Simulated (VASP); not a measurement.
Be5Zn2Cd2HgTe10, 20 atoms in the cell. The typed cell holds 20 atoms: a = 7.386 Å, b = 7.390 Å, c = 11.338 Å, α = 83.89°, β = 70.98°, γ = 70.96°. 

| Property | Result |
| --- | --- |
| Program | VASP 6.6.1 |
| Task | single point |
| Functional | PBE |
| Potentials or basis | VASP PAW PBE potentials, release 64 (Be, Zn, Cd, Te, Hg) |
| Cutoff | 520 eV |
| k mesh | 2 × 2 × 2, shifted |
| Occupations | gaussian, width 0.1 eV |
| Spin | no spin polarisation |
| Dipole correction | no |
| Further INCAR settings | LREAL = Auto; ALGO = Normal; EDIFF = 1e-07; NBANDS = 81; ISYM = 0 |

Potentials or basis: VASP PAW PBE potentials, release 64 (Be, Zn, Cd, Te, Hg).

Command:

```bash
$ cat potpaw_PBE.64/Be/POTCAR potpaw_PBE.64/Zn/POTCAR potpaw_PBE.64/Cd/POTCAR potpaw_PBE.64/Te/POTCAR potpaw_PBE.64/Hg/POTCAR > POTCAR
$ mpirun -np 1 vasp_std > vasp.out
```

Hardware: 1 thread of Intel(R) Xeon(R) 6975P-C (Granite Rapids), on a shared host.

Question: Estimate the wall time of this run.

Answer: Wall time 3.5 min on 1 thread of Intel(R) Xeon(R) 6975P-C (Granite Rapids) (shared host), peak memory 0.63 GiB. Counts: scf iterations 19, k points 4.
